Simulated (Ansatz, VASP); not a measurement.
**Fe: VASP beside Ansatz**

Contents of INCAR:

```
PREC = Accurate ; ENCUT = 520
EDIFF = 1E-6 ; ISMEAR = 0
SIGMA = 0.1 ; LREAL = False
LASPH = True ; NELM = 150
ALGO = Fast ; ISIF = 2
LWAVE = False ; LCHARG = True
ISPIN = 2 ; MAGMOM = 4
LORBIT = 11 ; LMAXMIX = 4
GGA = PE ; LELF = True
LVHAR = True ; NBANDS = 14
```

Contents of KPOINTS:

```
regular mesh
0
Gamma
  8 8 8
```

File POSCAR:

```
Fe
1.0
    0.0000000000      1.8277755852      1.8277755852
    1.8277755852      0.0000000000      1.8277755852
    1.8277755852      1.8277755852      0.0000000000
Fe
1
Direct
    0.0000000000      0.0000000000      0.0000000000
```

Input for Ansatz:

```yaml
crystal:
  lattice:
    - [0.0, 1.8277755852, 1.8277755852]
    - [1.8277755852, 0.0, 1.8277755852]
    - [1.8277755852, 1.8277755852, 0.0]
  atoms:
    - { symbol: Fe, position: [0.0, 0.0, 0.0], spin: 4.0 }
basis:
  ecutwfc: 420
kpoints:
  mp_grid: { grid: [8, 8, 8] }
hamiltonian:
  xc: pbe
scf:
  occupations: { method: gaussian, width: 0.1 }
  lower_state_search: "off"
output:
  forces: true
  stress: true
  eigenvalues: true
  populations: true
magnetization:
  spin_polarized: true
```

Alike in both runs: task single point; functional PBE; k mesh 8 × 8 × 8; occupations gaussian, width 0.1 eV; collinear spin.

```csv
,VASP,Ansatz
version,VASP 6.6.1,Ansatz 0.2.0
potentials or method,"VASP PAW PBE potentials, release 64 (Fe), cutoff 520 eV","scalar-relativistic, plane waves, PAW"
valence electrons in the cell,8,16
```

Ansatz gave:

```
gap on the k mesh at the Fermi level (eV)                     : none
pressure (GPa)                                                : -0.3
net moment per atom (μB)                                      : 2.70
size of the moment on the site where the two differ most (μB) : 2.74
```

Question: Estimate VASP's values.

Answer: gap on the k mesh at the Fermi level (eV): none; pressure (GPa): -0.6; net moment per atom (μB): 2.70; size of the moment on the site where the two differ most (μB): 2.69.

Site moments also hang on the region over which each program counts them. A gap of «none» marks a metal or a gap that the smearing closes. With one functional, cell and mesh, what is left measures potentials, basis and numerics. VASP's potentials hold 8 valence electrons a cell and Ansatz's 16, so a difference there can come from the potentials and not from the codes.

The k mesh is coarse, so the values compare programs but aren't converged.
